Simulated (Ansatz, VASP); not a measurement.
**Two plane-wave programs on Ge**

```xyz
8
Lattice="5.0753 2.9302 1.8896 -5.0753 2.9302 1.8896 0.0000 -5.8605 1.8896" Properties=species:S:1:pos:R:3 pbc="T T T"
Ge    0.0000    0.0000    4.0591
Ge    0.0000    0.0000    1.6097
Ge   -3.5345   -0.9092    2.4312
Ge    2.5546   -2.6064    2.4312
Ge    0.9799    3.5156    2.4312
Ge    3.5345    0.9092    3.2376
Ge   -2.5546    2.6064    3.2376
Ge   -0.9799   -3.5156    3.2376
```

Alike in both runs: task single point; functional LDA; k mesh 9 × 9 × 9; occupations gaussian, width 0.15 eV; no spin polarisation.

|  | VASP | Ansatz |
| --- | --- | --- |
| version | VASP 6.6.1 | Ansatz 0.2.0 |
| potentials or method | VASP PAW LDA potentials, release 64 (Ge_d), cutoff 520 eV | scalar-relativistic, plane waves, PAW |
| valence electrons in the cell | 112 | 112 |

Ansatz gave:

```
gap on the k mesh at the Fermi level (eV)                     : none
pressure (GPa)                                                : -3.3
traceless stress, the component that is largest in VASP (GPa) : 5.17
rms of the force components (eV/Å)                            : 0.247
```

Question: What did VASP give for the same quantities?

Answer: gap on the k mesh at the Fermi level (eV): none; pressure (GPa): -3.3; traceless stress, the component that is largest in VASP (GPa): 5.20; rms of the force components (eV/Å): 0.250.

Ansatz warns that its potentials were made for another functional, while VASP's fit it. LDA's correlation is that of Perdew and Zunger in VASP and of Perdew and Wang (1992) in Ansatz. Atom by atom the forces differ by 0.005 eV/Å (rms over components). A gap of «none» marks a metal or a gap that the smearing closes.
